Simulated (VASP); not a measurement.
# Au (Fm-3m) in VASP: a series of runs

Runs on Au. Level: r2SCAN. Tasks: single point.

Program: VASP 6.6.1. These are calculated values, not measurements. Logs are shortened: lines on timing, memory, paths and dates and some standing lists are left out, and cuts for length are marked.

**1. The cell of the first run**

The structure is cubic, space group Fm-3m (No. 225). Conventional cell: a = 4.123 Å, b = 4.123 Å, c = 4.123 Å, α = 90.00°, β = 90.00°, γ = 90.00°. Within 3.8 Å of Au (site symmetry m-3m) lie 12 Au at 2.92 Å.

**2. Single point, r2SCAN**

POSCAR reads:

```
Au
1.0
    0.0000000000      2.0615246536      2.0615246536
    2.0615246536      0.0000000000      2.0615246536
    2.0615246536      2.0615246536      0.0000000000
Au
1
Direct
    0.0000000000      0.0000000000      0.0000000000
```

INCAR.step1 reads:

```
SYSTEM = Au
PREC = Accurate
ENCUT = 520
ISMEAR = 1
SIGMA = 0.6
LREAL = .FALSE.
LASPH = .TRUE.
NELM = 60
NBANDS = 12
GGA = PE
ALGO = Normal
EDIFF = 1E-4
LWAVE = .TRUE.
LCHARG = .FALSE.
```

INCAR.step2 reads:

```
SYSTEM = Au
PREC = Accurate
ENCUT = 520
EDIFF = 1E-6
ISMEAR = 1
SIGMA = 0.6
LREAL = .FALSE.
LASPH = .TRUE.
NELM = 60
ALGO = Normal
ISIF = 2
LWAVE = .FALSE.
LCHARG = .FALSE.
METAGGA = R2SCAN
LMIXTAU = .TRUE.
NBANDS = 12
ISTART = 1
```

KPOINTS reads:

```
regular mesh
0
G
  13 13 13
  0 0 0
```

Potentials or basis: VASP PAW PBE potentials, release 64 (Au).

The run is started by

```bash
$ cat potpaw_PBE.64/Au/POTCAR > POTCAR
$ cp INCAR.step1 INCAR
$ mpirun -np 1 vasp_std > vasp.out
$ cp INCAR.step2 INCAR
$ mpirun -np 1 vasp_std > vasp.out
```

OUTCAR:

```text
SYSTEM = Au
   PREC = Accurate
   ENCUT = 520
   EDIFF = 1E-6
   ISMEAR = 1
   LREAL = .FALSE.
   LASPH = .TRUE.
   NELM = 60
   ISIF = 2
   METAGGA = R2SCAN
   ISTART = 1

 ion  position               nearest neighbor table
   1  0.000  0.000  0.000-

  LATTYP: Found a face centered cubic cell.
 ALAT       =     4.1230493072

  Lattice vectors:

 A1 = (   0.0000000000,   2.0615246536,   2.0615246536)
 A2 = (   2.0615246536,   0.0000000000,   2.0615246536)
 A3 = (   2.0615246536,   2.0615246536,   0.0000000000)

Analysis of symmetry for initial positions (statically):
=====================================================================
 Subroutine PRICEL returns:
 Original cell was already a primitive cell.

 Routine SETGRP: Setting up the symmetry group for a
 face centered cubic supercell.

 Subroutine GETGRP returns: Found 48 space group operations
 (whereof 48 operations were pure point group operations)
 out of a pool of 48 trial point group operations.

The static configuration has the point symmetry O_h .

Analysis of symmetry for dynamics (positions and initial velocities):
=====================================================================
 Subroutine PRICEL returns:
 Original cell was already a primitive cell.

 Routine SETGRP: Setting up the symmetry group for a
 face centered cubic supercell.

 Subroutine GETGRP returns: Found 48 space group operations
 (whereof 48 operations were pure point group operations)
 out of a pool of 48 trial point group operations.

The dynamic configuration has the point symmetry O_h .

 Subroutine INISYM returns: Found 48 space group operations
 (whereof 48 operations are pure point group operations),
 and found     1 'primitive' translations

----------------------------------------------------------------------------------------

                                     Primitive cell

  volume of cell :      17.5225

  direct lattice vectors                    reciprocal lattice vectors
     0.000000000  2.061524654  2.061524654    -0.242538938  0.242538938  0.242538938
     2.061524654  0.000000000  2.061524654     0.242538938 -0.242538938  0.242538938
     2.061524654  2.061524654  0.000000000     0.242538938  0.242538938 -0.242538938

  length of vectors
     2.915436124  2.915436124  2.915436124     0.420089763  0.420089763  0.420089763

  position of ions in fractional coordinates (direct lattice)
     0.000000000  0.000000000  0.000000000

  ion indices of the primitive-cell ions
   primitive index   ion index
                 1           1

----------------------------------------------------------------------------------------

 KPOINTS: regular mesh

Automatic generation of k-mesh.
 Grid dimensions read from file:
 generate k-points for:   13   13   13

 Generating k-lattice:

  Cartesian coordinates                     Fractional coordinates (reciprocal lattice)
    -0.018656841  0.018656841  0.018656841     0.076923077  0.000000000  0.000000000
     0.018656841 -0.018656841  0.018656841     0.000000000  0.076923077  0.000000000
     0.018656841  0.018656841 -0.018656841     0.000000000  0.000000000  0.076923077

  Length of vectors
     0.032314597  0.032314597  0.032314597

  Shift w.r.t. Gamma in fractional coordinates (k-lattice)
     0.000000000  0.000000000  0.000000000

 Subroutine IBZKPT returns following result:
 ===========================================

 Found     84 irreducible k-points:

 Following reciprocal coordinates:
            Coordinates               Weight
  0.000000  0.000000  0.000000      1.000000
  0.076923  0.000000  0.000000      8.000000
  0.153846  0.000000  0.000000      8.000000
  0.230769  0.000000  0.000000      8.000000
  0.307692  0.000000  0.000000      8.000000
  0.384615  0.000000  0.000000      8.000000
[... 16 lines left out ...]
  0.384615  0.153846  0.000000     24.000000
  0.461538  0.153846  0.000000     24.000000
 [... further k-points ...]
   k-points           NKPTS =     84   k-points in BZ     NKDIM =     84   number of bands    NBANDS=     12
   number of dos      NEDOS =    301   number of ions     NIONS =      1
   total plane-waves  NPLWV =  13824
   dimension x,y,z NGX =    24 NGY =   24 NGZ =   24
   dimension x,y,z NGXF=    48 NGYF=   48 NGZF=   48
   ions per type =               1
   NGX,Y,Z   is equivalent  to a cutoff of  13.69, 13.69, 13.69 a.u.
   NGXF,Y,Z  is equivalent  to a cutoff of  27.37, 27.37, 27.37 a.u.
 SYSTEM =  Au
   PREC   = accura    normal or accurate (medium, high low for compatibility)
   ISTART =      1    job   : 0-new  1-cont  2-samecut
   ICHARG =      0    charge: 1-file 2-atom 10-const
   ISPIN  =      1    spin polarized calculation?
   LNONCOLLINEAR =      F non collinear calculations
   LSORBIT =      F    spin-orbit coupling
   LASPH  =      T    aspherical Exc in radial PAW
   ENCUT  =  520.0 eV  38.22 Ry    6.18 a.u.   5.42  5.42  5.42*2*pi/ulx,y,z
   NELM   =     60;   NELMIN=  2; NELMDL=  0     # of ELM steps
   EDIFF  = 0.1E-05   stopping-criterion for ELM
   LREAL  =      F    real-space projection
   EDIFFG = 0.1E-04   stopping-criterion for IOM
   NSW    =      0    number of steps for IOM
   IBRION =     -1    ionic relax: 0-MD 1-quasi-New 2-CG
   NFREE  =      0    steps in history (QN), initial steepest desc. (CG)
   ISIF   =      2    stress and relaxation
   ISYM   =      2    0-nonsym 1-usesym 2-fastsym
   POTIM  = 0.5000    time-step for ionic-motion
   TEBEG  =    0.0;   TEEND  =   0.0 temperature during run
   PSTRESS=    0.0 pullay stress
   NELECT =      11.0000    total number of electrons
   NUPDOWN=      -1.0000    fix difference up-down
   EMIN   =  10.00;   EMAX   =-10.00  energy-range for DOS
   EFERMI =   0.00;   METHOD = LEGACY
   ISMEAR =     1;   SIGMA  =   0.60  broadening in eV -4-tet -1-fermi 0-gaus
   EFERMI_NEDOS =   21; number of points for ismear=-14 and -15
   IALGO  =     38    algorithm
   IMIX   =      4    mixing-type and parameters
     AMIX     =   0.40;   BMIX     =  1.00
     AMIX_MAG =   1.60;   BMIX_MAG =  1.00
  volume/ion in A,a.u.               =      17.52       118.25
  Fermi-wavevector in a.u.,A,eV,Ry     =   1.401761  2.648944 26.734535  1.964933
  Thomas-Fermi vector in A             =   2.524590
   LORBIT       =      0    0 simple, 1 ext, 2 COOP (PROOUT), +10 PAW based schemes
   METAGGA = R2SCAN    functional components
   LHFCALC =     F    Hartree Fock is set to
   AEXX    =    0.0000 exact exchange contribution
   IVDW    =     0    specifies the selected vdW correction
   LEPSILON=     F    determine dielectric tensor
   LRPA    =     F    only Hartree local field effects (RPA)
 non-spin polarized calculation
 Methfessel and Paxton  Order N= 1 SIGMA  =   0.60
  energy-cutoff  :      520.00
  volume of cell :       17.52
 maximum number of plane-waves:       495
 NGX is ok and might be reduce to    24
   NGX = 11   NGY = 11   NGZ = 11

 number of electron      11.0000001 magnetization

 Free energy of the ion-electron system (eV)
  ---------------------------------------------------
  ext. energy  EPLUGINS =         0.00000000
  ---------------------------------------------------
  free energy    TOTEN  =       -50.59675889 eV

  energy without entropy =      -50.59828797  energy(sigma->0) =      -50.59726858

 E-fermi :   8.9573     XC(G=0): -13.4327

 val. band max:        8.9467769140   @ k =   0.4615   0.3077   0.0000
 cond. band min:       8.9668913436   @ k =  -0.4615   0.0769   0.0000
 fundamental gap:      0.0201144296
 Fermi energy:         8.9572795249

 k-point     1 :       0.0000    0.0000    0.0000
  band No.  band energies     occupation
      1      -0.9203      2.00000
      2       4.0725      2.00000
      3       4.0725      2.00000
      4       4.0725      2.00000
      5       5.5308      2.00000
      6       5.5308      2.00000
      7      24.2215      0.00000
      8      28.1467      0.00000
      9      28.1467      0.00000
     10      28.1467      0.00000
     11      33.3308      0.00000
     12      37.4878      0.00000

 k-point     2 :       0.0769    0.0000    0.0000
  band No.  band energies     occupation
      1      -0.7122      2.00000
      2       4.0102      2.00000
      3       4.1413      2.00000
      4       4.1413      2.00000
      5       5.5021      2.00000
      6       5.5021      2.00000
      7      24.4391      0.00000
      8      26.8726      0.00000
      9      28.3736      0.00000
     10      28.3736      0.00000
     11      34.0293      0.00000
     12      35.9134      0.00000

 k-point     3 :       0.1538    0.0000    0.0000
  band No.  band energies     occupation
      1      -0.1243      2.00000
      2       3.8866      2.00000
      3       4.2911      2.00000
      4       4.2911      2.00000
      5       5.4780      2.00000
      6       5.4780      2.00000
      7      24.0152      0.00000
      8      25.3030      0.00000
      9      28.9527      0.00000
     10      28.9527      0.00000
     11      32.2748      0.00000
     12      34.4718      0.00000
[... 286 lines left out ...]
 k-point    23 :       0.3846    0.1538    0.0000
  band No.  band energies     occupation
      1       1.9890      2.00000
      2       3.7800      2.00000
      3       4.0522      2.00000
      4       4.7026      2.00000
      5       6.5529      2.00000
      6       6.9754      2.00003
      7      17.2787     -0.00000
      8      24.6715      0.00000
      9      24.7643      0.00000
     10      26.4342      0.00000
     11      33.0887      0.00000
     12      34.4732      0.00000

 k-point    24 :       0.4615    0.1538    0.0000
  band No.  band energies     occupation
      1       2.0607      2.00000
      2       3.7802      2.00000
      3       4.5690      2.00000
      4       4.6410      2.00000
      5       6.7562      2.00000
      6       8.5583      1.89411
      7      14.2533     -0.00000
      8      23.6731      0.00000
      9      24.6709      0.00000
     10      25.6291      0.00000
     11      34.6438      0.00000
     12      35.4055      0.00000

 [... further k-points ...]

------------------------ aborting loop because EDIFF is reached ----------------------------------------

  FORCE on cell =-STRESS in cart. coord.  units (eV):
  Direction    XX          YY          ZZ          XY          YZ          ZX
  --------------------------------------------------------------------------------------
  -------------------------------------------------------------------------------------
  Total        0.0368505      0.0368505      0.0368505      0.0000000     -0.0000000      0.0000000
  in kB        3.3694422      3.3694422      3.3694422      0.0000000     -0.0000000      0.0000000
  external PRESSURE =       3.3694422 kB  Pullay stress =       0.0000000 kB

 VOLUME and BASIS-vectors are now :
 -----------------------------------------------------------------------------
  energy-cutoff  :      520.00
  volume of cell :       17.52
      direct lattice vectors                 reciprocal lattice vectors
     0.000000000  2.061524654  2.061524654    -0.242538938  0.242538938  0.242538938
     2.061524654  0.000000000  2.061524654     0.242538938 -0.242538938  0.242538938
     2.061524654  2.061524654  0.000000000     0.242538938  0.242538938 -0.242538938

 POSITION                                       TOTAL-FORCE (eV/Angst)
 -----------------------------------------------------------------------------------
      0.00000      0.00000      0.00000        -0.000000      0.000000      0.000000
 -----------------------------------------------------------------------------------
    total drift:                               -0.000000      0.000000      0.000000

  FREE ENERGIE OF THE ION-ELECTRON SYSTEM (eV)
  ---------------------------------------------------
  free  energy   TOTEN  =       -50.5967588883 eV

  energy  without entropy=      -50.5982879710  energy(sigma->0) =      -50.59726858
```

It took 1.9 min on 1 thread of AMD EPYC 7R13, shared host; peak memory 0.12 GiB.

What came out:

```yaml
Free_energy: -50.5968 eV
Pressure: 0.3 GPa
```

Levels at points of the mesh, in eV from the Fermi level:
```tsv
k point	band 4	band 5	band 6	band 7	band 8	band 9
(0.00, 0.00, 0.00)	-4.88	-3.43	-3.43	15.26	19.19	19.19
```

Caveat: the PAW data sets were made with another functional, which shifts forces and pressure a little; spin-orbit coupling is left out, which moves the levels of the heavy elements.

(Continued in part 2 of 2.)
